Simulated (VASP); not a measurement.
# TaN (P6_3/mmc) in VASP: notebook

TaN is run at these levels: LDA+U; tasks: single point.

Program: VASP 6.6.1. These are calculated values, not measurements. Logs are shortened: lines on timing, memory, paths and dates and some standing lists are left out, and cuts for length are marked.

## (1) The cell of the first run

It takes space group P6_3/mmc (No. 194, hexagonal). Conventional cell: a = 3.048 Å, b = 3.048 Å, c = 4.918 Å, α = 90.00°, β = 90.00°, γ = 120.00°. Ta (site symmetry -3m) has 6 N at 2.15 Å and 2 Ta at 2.46 Å within 2.8 Å. N (site symmetry -6m2) has 6 Ta at 2.15 Å within 2.8 Å.

## (2) Single point, LDA+U, non-collinear spin, zero start, spin-orbit coupling

Contents of INCAR:

```
PREC = Accurate
ENCUT = 700
EDIFF = 1E-6
ISMEAR = 0
SIGMA = 0.05
LREAL = False
LASPH = True
NELM = 200
ALGO = Normal
ISIF = 2
LWAVE = False
LCHARG = True
LNONCOLLINEAR = True
MAGMOM = 0 0 0 0 0 0 0 0 0 0 0 0
LORBIT = 11
LSORBIT = True
GGA_COMPAT = False
LORBMOM = True
LMAXMIX = 4
LDAU = True
LDAUTYPE = 2
LDAUL = 2 -1
LDAUU = 4 0
LDAUJ = 0 0
LDAUPRINT = 1
LVHAR = True
NBANDS = 50
```

Contents of KPOINTS:

```
Automatic mesh
0
Gamma
  7 7 4
```

Contents of POSCAR:

```
TaN
1.0
    3.0480018400      0.0000000000      0.0000000000
   -1.5240009200      2.6396470300      0.0000000000
    0.0000000000      0.0000000000      4.9179997800
Ta N
2 2
Direct
    0.0000000000      0.0000000000      0.0000000000
    0.0000000000      0.0000000000      0.5000000000
    0.3333333333      0.6666666667      0.2500000000
    0.6666666667      0.3333333333      0.7500000000
```

Potentials or basis: VASP PAW LDA potentials, release 64 (Ta_sv_GW, N).

The run is started by

```bash
> cat potpaw_LDA.64/Ta_sv_GW/POTCAR potpaw_LDA.64/N/POTCAR > POTCAR
> mpirun -np 1 vasp_ncl > vasp.out
```

OUTCAR:

```text
PREC = Accurate
   ENCUT = 700
   EDIFF = 1E-6
   ISMEAR = 0
   LREAL = False
   LASPH = True
   NELM = 200
   ISIF = 2
   LNONCOLLINEAR = True
   LORBIT = 11
   LSORBIT = True

 ion  position               nearest neighbor table
   1  0.000  0.000  0.000-   3 2.15   4 2.15   4 2.15   3 2.15   4 2.15   3 2.15   2 2.46   2 2.46

   2  0.000  0.000  0.500-   3 2.15   4 2.15   4 2.15   3 2.15   4 2.15   3 2.15   1 2.46   1 2.46

   3  0.333  0.667  0.250-   1 2.15   2 2.15   1 2.15   2 2.15   1 2.15   2 2.15
   4  0.667  0.333  0.750-   1 2.15   2 2.15   1 2.15   2 2.15   1 2.15   2 2.15

  LATTYP: Found a hexagonal cell.
 ALAT       =     3.0480018400
 C/A-ratio  =     1.6135160142

  Lattice vectors:

 A1 = (   3.0480018400,   0.0000000000,   0.0000000000)
 A2 = (  -1.5240009200,   2.6396470300,   0.0000000000)
 A3 = (   0.0000000000,   0.0000000000,   4.9179997800)

Analysis of symmetry for initial positions (statically):
=====================================================================
 Subroutine PRICEL returns:
 Original cell was already a primitive cell.

 Routine SETGRP: Setting up the symmetry group for a
 hexagonal supercell.

 Subroutine GETGRP returns: Found 24 space group operations
 (whereof 12 operations were pure point group operations)
 out of a pool of 24 trial point group operations.

The static configuration has the point symmetry D_3d.
 The point group associated with its full space group is D_6h.

Analysis of symmetry for dynamics (positions and initial velocities):
=====================================================================
 Subroutine PRICEL returns:
 Original cell was already a primitive cell.

 Routine SETGRP: Setting up the symmetry group for a
 hexagonal supercell.

 Subroutine GETGRP returns: Found 24 space group operations
 (whereof 12 operations were pure point group operations)
 out of a pool of 24 trial point group operations.

The dynamic configuration has the point symmetry D_3d.
 The point group associated with its full space group is D_6h.

Analysis of structural, dynamic, and magnetic symmetry:
=====================================================================
 Subroutine PRICEL returns:
 Original cell was already a primitive cell.

 Routine SETGRP: Setting up the symmetry group for a
 hexagonal supercell.

 Subroutine GETGRP returns: Found 24 space group operations
 (whereof 12 operations were pure point group operations)
 out of a pool of 24 trial point group operations.

The overall configuration has the point symmetry D_3d.
 The point group associated with its full space group is D_6h.

 Subroutine INISYM returns: Found 24 space group operations
 (whereof 12 operations are pure point group operations),
 and found     1 'primitive' translations

----------------------------------------------------------------------------------------

                                     Primitive cell

  volume of cell :      39.5685

  direct lattice vectors                    reciprocal lattice vectors
     3.048001840  0.000000000  0.000000000     0.328083791  0.189419265  0.000000000
    -1.524000920  2.639647030  0.000000000     0.000000000  0.378838530  0.000000000
     0.000000000  0.000000000  4.917999780     0.000000000  0.000000000  0.203334698

  length of vectors
     3.048001840  3.048001845  4.917999780     0.378838530  0.378838530  0.203334698

  position of ions in fractional coordinates (direct lattice)
     0.000000000  0.000000000  0.000000000
     0.000000000  0.000000000  0.500000000
     0.333333333  0.666666667  0.250000000
     0.666666667  0.333333333  0.750000000

  ion indices of the primitive-cell ions
   primitive index   ion index
                 1           1
                 2           2
                 3           3
                 4           4
[... 226 lines left out ...]

 E-fermi :  14.6390     XC(G=0): -14.4073

 val. band max:       14.6310861684   @ k =   0.4286   0.1429   0.2500
 cond. band min:      14.7577686111   @ k =   0.0000   0.0000   0.5000
 fundamental gap:      0.1266824427
 Fermi energy:        14.6389865609

 k-point     1 :       0.0000    0.0000    0.0000
  band No.  band energies     occupation
      1     -54.5937      1.00000
      2     -54.5937      1.00000
      3     -54.2846      1.00000
      4     -54.2846      1.00000
      5     -27.0614      1.00000
      6     -27.0614      1.00000
[... 1213 lines left out ...]
     47      20.0355      0.00000
     48      20.0355      0.00000
 [bands above 48 left out]

------------------------ aborting loop because EDIFF is reached ----------------------------------------

  FORCE on cell =-STRESS in cart. coord.  units (eV):
  Direction    XX          YY          ZZ          XY          YZ          ZX
  --------------------------------------------------------------------------------------
  -------------------------------------------------------------------------------------
  Total        6.9376023      6.9376023     28.9411526     -0.0000000     -0.0000000      0.0000000
  in kB      280.9120652    280.9120665   1171.8629350     -0.0000000     -0.0000000      0.0000000
  external PRESSURE =     577.8956889 kB  Pullay stress =       0.0000000 kB

 VOLUME and BASIS-vectors are now :
 -----------------------------------------------------------------------------
  energy-cutoff  :      700.00
  volume of cell :       39.57
      direct lattice vectors                 reciprocal lattice vectors
     3.048001840  0.000000000  0.000000000     0.328083791  0.189419265  0.000000000
    -1.524000920  2.639647030  0.000000000     0.000000000  0.378838530  0.000000000
     0.000000000  0.000000000  4.917999780     0.000000000  0.000000000  0.203334698

 POSITION                                       TOTAL-FORCE (eV/Angst)
 -----------------------------------------------------------------------------------
      0.00000      0.00000      0.00000         0.000000      0.000000      0.000000
      0.00000      0.00000      2.45900        -0.000000      0.000000      0.000000
     -0.00000      1.75976      1.22950        -0.000000      0.000000      0.000000
      1.52400      0.87988      3.68850         0.000000     -0.000000     -0.000000
 -----------------------------------------------------------------------------------
    total drift:                               -0.000000      0.000000      0.000000

  FREE ENERGIE OF THE ION-ELECTRON SYSTEM (eV)
  ---------------------------------------------------
  free  energy   TOTEN  =       -46.5175386353 eV

  energy  without entropy=      -46.5158064562  energy(sigma->0) =      -46.51667255

 orbital moment (x)

 # of ion     p       d       f       tot
 ------------------------------------------------
  1         0.000   0.000  -0.000   0.000
  2         0.000  -0.000   0.000  -0.000
  3         0.000   0.000   0.000   0.000
  4         0.000   0.000   0.000   0.000
 ------------------------------------------------
            0.000   0.000   0.000   0.000

 orbital moment (y)

 # of ion     p       d       f       tot
 ------------------------------------------------
  1         0.000  -0.000   0.000  -0.000
  2         0.000   0.000  -0.000   0.000
  3        -0.000   0.000   0.000  -0.000
  4         0.000   0.000   0.000   0.000
 ------------------------------------------------
           -0.000   0.000   0.000   0.000

 orbital moment (z)

 # of ion     p       d       f       tot
 ------------------------------------------------
  1         0.000  -0.000  -0.000  -0.000
  2         0.000  -0.000  -0.000  -0.000
  3         0.000   0.000   0.000   0.000
  4        -0.000   0.000   0.000  -0.000
 ------------------------------------------------
           -0.000  -0.000  -0.000  -0.000

 Spin-Orbit-Coupling matrix elements

 Ion:    1  E_soc:     -2.8722889
 l=   1
     0.0000000    -0.4557368    -0.4519229
    -0.4557368     0.0000000    -0.4557368
    -0.4519229    -0.4557368     0.0000000
 l=   2
     0.0000000    -0.0037985     0.0000000    -0.0037985    -0.0170040
    -0.0037985     0.0000000    -0.0186005    -0.0034306    -0.0037985
     0.0000000    -0.0186005     0.0000000    -0.0186005     0.0000000
    -0.0037985    -0.0034306    -0.0186005     0.0000000    -0.0037985
    -0.0170040    -0.0037985     0.0000000    -0.0037985     0.0000000
 l=   3
     0.0000000    -0.0000111     0.0000000     0.0000000     0.0000000    -0.0000111     0.0000064
    -0.0000111     0.0000000    -0.0000104     0.0000000    -0.0000104    -0.0000199    -0.0000010
     0.0000000    -0.0000104     0.0000000     0.0000861    -0.0000113    -0.0000104     0.0000000
     0.0000000     0.0000000     0.0000861     0.0000000     0.0000861     0.0000000     0.0000000
[... 49 lines left out ...]
 l=   2
     0.0000000     0.0000000     0.0000000     0.0000000     0.0000000
     0.0000000     0.0000000     0.0000000     0.0000000     0.0000000
     0.0000000     0.0000000     0.0000000     0.0000000     0.0000000
     0.0000000     0.0000000     0.0000000     0.0000000     0.0000000
     0.0000000     0.0000000     0.0000000     0.0000000     0.0000000
 l=   3
     0.0000000     0.0000000     0.0000000     0.0000000     0.0000000     0.0000000     0.0000000
     0.0000000     0.0000000     0.0000000     0.0000000     0.0000000     0.0000000     0.0000000
     0.0000000     0.0000000     0.0000000     0.0000000     0.0000000     0.0000000     0.0000000
     0.0000000     0.0000000     0.0000000     0.0000000     0.0000000     0.0000000     0.0000000
     0.0000000     0.0000000     0.0000000     0.0000000     0.0000000     0.0000000     0.0000000
     0.0000000     0.0000000     0.0000000     0.0000000     0.0000000     0.0000000     0.0000000
     0.0000000     0.0000000     0.0000000     0.0000000     0.0000000     0.0000000     0.0000000

 total charge

# of ion       s       p       d       f       tot
--------------------------------------------------
    1        3.231   6.064   2.582   0.174  12.053
    2        3.231   6.064   2.582   0.174  12.053
    3        1.223   2.575   0.000   0.000   3.798
    4        1.223   2.575   0.000   0.000   3.798
--------------------------------------------------
tot          8.909  17.278   5.165   0.349  31.701

 magnetization (x)

# of ion       s       p       d       f       tot
--------------------------------------------------
    1        0.000   0.000   0.000   0.000   0.000
    2        0.000  -0.000   0.000  -0.000  -0.000
    3       -0.000  -0.000   0.000   0.000  -0.000
    4        0.000   0.000   0.000   0.000   0.000
--------------------------------------------------
tot          0.000  -0.000   0.000   0.000  -0.000

 magnetization (y)

# of ion       s       p       d       f       tot
--------------------------------------------------
    1        0.000   0.000   0.000   0.000   0.000
    2        0.000  -0.000   0.000   0.000   0.000
    3        0.000  -0.000   0.000   0.000  -0.000
    4        0.000  -0.000   0.000   0.000  -0.000
--------------------------------------------------
tot          0.000  -0.000   0.000   0.000  -0.000

 magnetization (z)

# of ion       s       p       d       f       tot
--------------------------------------------------
    1        0.000   0.000  -0.000   0.000  -0.000
    2        0.000   0.000  -0.000   0.000  -0.000
    3        0.000   0.000   0.000   0.000   0.000
    4        0.000   0.000   0.000   0.000   0.000
--------------------------------------------------
tot          0.000   0.000  -0.000   0.000  -0.000
```

Wall time 5.9 min (1 thread of Intel Xeon Platinum 8375C at 2.90GHz (Ice Lake), shared host); peak memory 0.32 GiB.

Results:

* Free energy: -46.5175 eV
* Pressure: 57.8 GPa
* Net moment: 0.00 μB per cell
* Valence electrons inside the program's atomic spheres: Ta 12.05; N 3.80

Moments on the atoms (μB; x, y, z):
```
Ta  0.00 0.00 0.00
Ta  0.00 0.00 0.00
N   0.00 0.00 0.00
N   0.00 0.00 0.00
```

Caveat: the stress differs along the axes, from 28 to 117 GPa. The state reached can hang on the start; a lower one may exist.

## (3) Single point, LDA+U, non-collinear spin, typed start, spin-orbit coupling

Contents of INCAR:

```
SYSTEM = TaN
PREC     = Accurate       ! precision mode
ENCUT    = 700            ! plane-wave cutoff, eV
EDIFF    = 1E-6           ! SCF threshold, eV
ISMEAR   = 0              ! smearing method
SIGMA    = 0.05           ! smearing width, eV
LREAL    = .FALSE.        ! projectors in reciprocal space
LASPH    = .TRUE.         ! aspherical terms in the spheres
NELM     = 200            ! most SCF steps
ALGO     = Normal         ! electronic algorithm
ISIF     = 2              ! what is computed and relaxed
LWAVE    = .FALSE.        ! write WAVECAR
LCHARG   = .TRUE.         ! write CHGCAR
LNONCOLLINEAR= .TRUE.         ! non-collinear magnetism
MAGMOM   = 2 0 0 -2 0 0 0 0 0 0 0 0 ! initial moments
LORBIT   = 11             ! projections on sites
LSORBIT  = .TRUE.         ! spin-orbit coupling
GGA_COMPAT= .FALSE.      
LORBMOM  = .TRUE.       
LMAXMIX  = 4              ! l up to which the mixer works
LDAU     = .TRUE.         ! DFT+U
LDAUTYPE = 2            
LDAUL    = 2 -1           ! shell
LDAUU    = 4 0            ! U, eV
LDAUJ    = 0 0          
LDAUPRINT= 1            
GGA      = CA             ! functional
LVHAR    = .TRUE.       
NBANDS   = 50             ! bands
```

Contents of KPOINTS:

```
Automatic mesh
0
G
  7 7 4
  0 0 0
```

POSCAR is that of step 2.

Potentials or basis: VASP PAW LDA potentials, release 64 (Ta_sv_GW, N).

The run is started by

```bash
> cat potpaw_LDA.64/Ta_sv_GW/POTCAR potpaw_LDA.64/N/POTCAR > POTCAR
> mpirun -np 1 vasp_ncl > vasp.out
```

OUTCAR:

```text
SYSTEM = TaN
   PREC = Accurate
   ENCUT = 700
   EDIFF = 1E-6
   ISMEAR = 0
   LREAL = .FALSE.
   LASPH = .TRUE.
   NELM = 200
   ISIF = 2
   LNONCOLLINEAR = .TRUE.
   LORBIT = 11
   LSORBIT = .TRUE.
   GGA = CA

 ion  position               nearest neighbor table
   1  0.000  0.000  0.000-   3 2.15   4 2.15   4 2.15   3 2.15   4 2.15   3 2.15   2 2.46   2 2.46

   2  0.000  0.000  0.500-   3 2.15   4 2.15   4 2.15   3 2.15   4 2.15   3 2.15   1 2.46   1 2.46

   3  0.333  0.667  0.250-   1 2.15   2 2.15   1 2.15   2 2.15   1 2.15   2 2.15
   4  0.667  0.333  0.750-   1 2.15   2 2.15   1 2.15   2 2.15   1 2.15   2 2.15

  LATTYP: Found a hexagonal cell.
 ALAT       =     3.0480018400
 C/A-ratio  =     1.6135160142

  Lattice vectors:
[... 1619 lines left out ...]
    -0.0037986    -0.0034310    -0.0185994     0.0000000    -0.0037987
    -0.0170056    -0.0037987     0.0000000    -0.0037987     0.0000000
 l=   3
     0.0000000    -0.0000111     0.0000000     0.0000000     0.0000000    -0.0000111     0.0000064
    -0.0000111     0.0000000    -0.0000104     0.0000000    -0.0000104    -0.0000199    -0.0000010
     0.0000000    -0.0000104     0.0000000     0.0000861    -0.0000113    -0.0000104     0.0000000
     0.0000000     0.0000000     0.0000861     0.0000000     0.0000861     0.0000000     0.0000000
[... 49 lines left out ...]
 l=   2
     0.0000000     0.0000000     0.0000000     0.0000000     0.0000000
     0.0000000     0.0000000     0.0000000     0.0000000     0.0000000
     0.0000000     0.0000000     0.0000000     0.0000000     0.0000000
     0.0000000     0.0000000     0.0000000     0.0000000     0.0000000
     0.0000000     0.0000000     0.0000000     0.0000000     0.0000000
 l=   3
     0.0000000     0.0000000     0.0000000     0.0000000     0.0000000     0.0000000     0.0000000
     0.0000000     0.0000000     0.0000000     0.0000000     0.0000000     0.0000000     0.0000000
     0.0000000     0.0000000     0.0000000     0.0000000     0.0000000     0.0000000     0.0000000
     0.0000000     0.0000000     0.0000000     0.0000000     0.0000000     0.0000000     0.0000000
     0.0000000     0.0000000     0.0000000     0.0000000     0.0000000     0.0000000     0.0000000
     0.0000000     0.0000000     0.0000000     0.0000000     0.0000000     0.0000000     0.0000000
     0.0000000     0.0000000     0.0000000     0.0000000     0.0000000     0.0000000     0.0000000

 total charge

# of ion       s       p       d       f       tot
--------------------------------------------------
    1        3.231   6.064   2.582   0.174  12.052
    2        3.231   6.064   2.582   0.174  12.052
    3        1.223   2.575   0.000   0.000   3.798
    4        1.223   2.575   0.000   0.000   3.798
--------------------------------------------------
tot          8.908  17.278   5.165   0.349  31.700

 magnetization (x)

# of ion       s       p       d       f       tot
--------------------------------------------------
    1       -0.000   0.000   0.000   0.000   0.000
    2        0.000  -0.000  -0.000  -0.000  -0.000
    3        0.000   0.000   0.000   0.000   0.000
    4        0.000   0.000   0.000   0.000   0.000
--------------------------------------------------
tot          0.000   0.000   0.000   0.000   0.000

 magnetization (y)

# of ion       s       p       d       f       tot
--------------------------------------------------
    1        0.000   0.000   0.000   0.000   0.000
    2        0.000   0.000   0.000   0.000   0.000
    3        0.000   0.000   0.000   0.000   0.000
    4        0.000   0.000   0.000   0.000   0.000
--------------------------------------------------
tot          0.000   0.000   0.000   0.000   0.000

 magnetization (z)

# of ion       s       p       d       f       tot
--------------------------------------------------
    1        0.000   0.000   0.000   0.000   0.000
    2        0.000   0.000   0.000   0.000   0.000
    3        0.000   0.000   0.000   0.000   0.000
    4        0.000   0.000   0.000   0.000   0.000
--------------------------------------------------
tot          0.000   0.000   0.000   0.000   0.000
```

OSZICAR:

```text
N       E                     dE             d eps       ncg     rms          rms(c)
DAV:   1     0.354354998139E+03    0.35435E+03   -0.26575E+04  4800   0.189E+03
DAV:   2    -0.277069590622E+02   -0.38206E+03   -0.37043E+03  5954   0.438E+02
DAV:   3    -0.529577535761E+02   -0.25251E+02   -0.24928E+02  6128   0.109E+02
DAV:   4    -0.538903988720E+02   -0.93265E+00   -0.93143E+00  6536   0.180E+01
DAV:   5    -0.538984520814E+02   -0.80532E-02   -0.80494E-02  5984   0.203E+00    0.840E+01
DAV:   6    -0.464613659057E+02    0.74371E+01   -0.34351E+01  5628   0.331E+01    0.114E+02
DAV:   7    -0.466730130391E+02   -0.21165E+00   -0.25070E+00  6102   0.796E+00    0.107E+02
DAV:   8    -0.479438183422E+02   -0.12708E+01   -0.69363E+00  5552   0.148E+01    0.236E+02
DAV:   9    -0.467251869415E+02    0.12186E+01   -0.10057E+01  5402   0.182E+01    0.134E+02
DAV:  10    -0.466170886119E+02    0.10810E+00   -0.44847E-01  5572   0.460E+00    0.101E+02
DAV:  11    -0.465512477850E+02    0.65841E-01   -0.10200E-01  5620   0.202E+00    0.570E+01
DAV:  12    -0.465189262587E+02    0.32322E-01   -0.83789E-02  5546   0.190E+00    0.628E+00
DAV:  13    -0.465173001871E+02    0.16261E-02   -0.21577E-02  5864   0.905E-01    0.637E+00
DAV:  14    -0.465174315130E+02   -0.13133E-03   -0.13794E-03  5674   0.216E-01    0.958E-01
DAV:  15    -0.465175498830E+02   -0.11837E-03   -0.21115E-04  6030   0.836E-02    0.113E+00
DAV:  16    -0.465175361428E+02    0.13740E-04   -0.72525E-05  5576   0.567E-02    0.796E-02
DAV:  17    -0.465175368048E+02   -0.66201E-06   -0.37165E-06  5036   0.120E-02
   1 F= -.46517537E+02 E0= -.46516671E+02  d E =-.173240E-02  mag=    -0.0000     0.0000     0.0000
```

stdout:

```text
POSCAR found type information on POSCAR TaN
 POSCAR found :  2 types and       4 ions
 scaLAPACK will be used
 LDA part: xc-table for (Slater(with rela. corr.)+CA(PZ))
 , standard interpolation
 POSCAR, INCAR and KPOINTS ok, starting setup
 FFT: planning ... GRIDC
 FFT: planning ... GRID_SOFT
 FFT: planning ... GRID
 WAVECAR not read
 entering main loop
```

It took 6.7 min on 1 thread of Intel Xeon Platinum 8259CL at 2.50GHz (Skylake/Cascade Lake), shared host; peak memory 0.38 GiB.

Results:

```yaml
Free_energy: -46.5175 eV
Pressure: 57.8 GPa
Net_moment: 0.00 μB per cell
Valence_electrons_inside_the_program's_atomic_spheres: Ta 12.05; N 3.80
```

Stress tensor (GPa, compression positive):
```
 28.09   0.00   0.00
  0.00  28.09   0.00
  0.00   0.00 117.15
```

Moments on the atoms (μB; x, y, z):
```
Ta  0.00 0.00 0.00
Ta  0.00 0.00 0.00
N   0.00 0.00 0.00
N   0.00 0.00 0.00
```

Caveat: the stress differs along the axes, from 28 to 117 GPa. The state reached can hang on the start; a lower one may exist.
